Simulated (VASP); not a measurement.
Set up this calculation in VASP 6.6.1, as the native input.

- Task: single point
- Functional: r2SCAN
- Potentials or basis: VASP PAW PBE potentials, release 64 (Si, O)
- Cutoff: 520 eV
- k mesh: 6 × 6 × 4
- Occupations: gaussian, width 0.05 eV
- Spin: no spin polarisation
- Dipole correction: no
- Further INCAR settings: ALGO = Normal; EDIFF = 1e-06; NBANDS = 34

SiO2:

```
Si O
1.0
     5.13557    0.00000    0.00000
    -2.56779    4.44754    0.00000
     0.00000    0.00000    5.54109
Si O
3 6
Direct
  0.00000 0.50000 0.33333
  0.50000 0.50000 0.66667
  0.50000 0.00000 0.00000
  0.58350 0.79175 0.83333
  0.79175 0.58350 0.50000
  0.79175 0.20825 0.16667
  0.41650 0.20825 0.83333
  0.20825 0.41650 0.50000
  0.20825 0.79175 0.16667
```

This cell differs from its parent crystal: strain +0.015 along x and y, +0.000 along z.

One way to write it, as run:

POSCAR

```
SiO2
1.0
    5.1355729823      0.0000000000      0.0000000000
   -2.5677864911      4.4475366657      0.0000000000
    0.0000000000      0.0000000000      5.5410855823
Si O
3 6
Direct
    0.0000000000      0.5000000000      0.3333333333
    0.5000000000      0.5000000000      0.6666666667
    0.5000000000      0.0000000000      0.0000000000
    0.5834989535      0.7917494768      0.8333333333
    0.7917494768      0.5834989535      0.5000000000
    0.7917494768      0.2082505232      0.1666666667
    0.4165010465      0.2082505232      0.8333333333
    0.2082505232      0.4165010465      0.5000000000
    0.2082505232      0.7917494768      0.1666666667
```

INCAR.step1

```
PREC = Accurate ; ENCUT = 520
ISMEAR = 0 ; SIGMA = 0.05
LREAL = False ; LASPH = True
NELM = 80 ; NBANDS = 34
GGA = PE ; ALGO = Normal
EDIFF = 1E-4 ; LWAVE = True
LCHARG = False
```

INCAR.step2

```
PREC = Accurate ; ENCUT = 520
EDIFF = 1E-6 ; ISMEAR = 0
SIGMA = 0.05 ; LREAL = False
LASPH = True ; NELM = 80
ALGO = Normal ; ISIF = 2
LWAVE = False ; LCHARG = False
METAGGA = R2SCAN ; LMIXTAU = True
NBANDS = 34 ; ISTART = 1
```

KPOINTS

```
Automatic mesh
0
Gamma
  6 6 4
```

Potentials or basis: VASP PAW PBE potentials, release 64 (Si, O).

Launch:

```sh
$ cat potpaw_PBE.64/Si/POTCAR potpaw_PBE.64/O/POTCAR > POTCAR
$ cp INCAR.step1 INCAR
$ mpirun -np 1 vasp_std > vasp.out
$ cp INCAR.step2 INCAR
$ mpirun -np 1 vasp_std > vasp.out
```

Results of the run:

```
Pressure               : -5.2 GPa
Largest force          : 0.258 eV/Å
Band gap on the k mesh : 6.13 eV (least direct gap 6.35 eV)
```

Caveat: the cell differs from its parent crystal (strain +0.015 along x and y, +0.000 along z); the cell stands under tension; the PAW data sets were made with another functional, which shifts forces and pressure a little.

Run time: 4 min on 1 thread of Intel(R) Xeon(R) Platinum 8124M CPU @ 3.00GHz (Skylake/Cascade Lake) (shared host), peak memory 0.29 GiB.
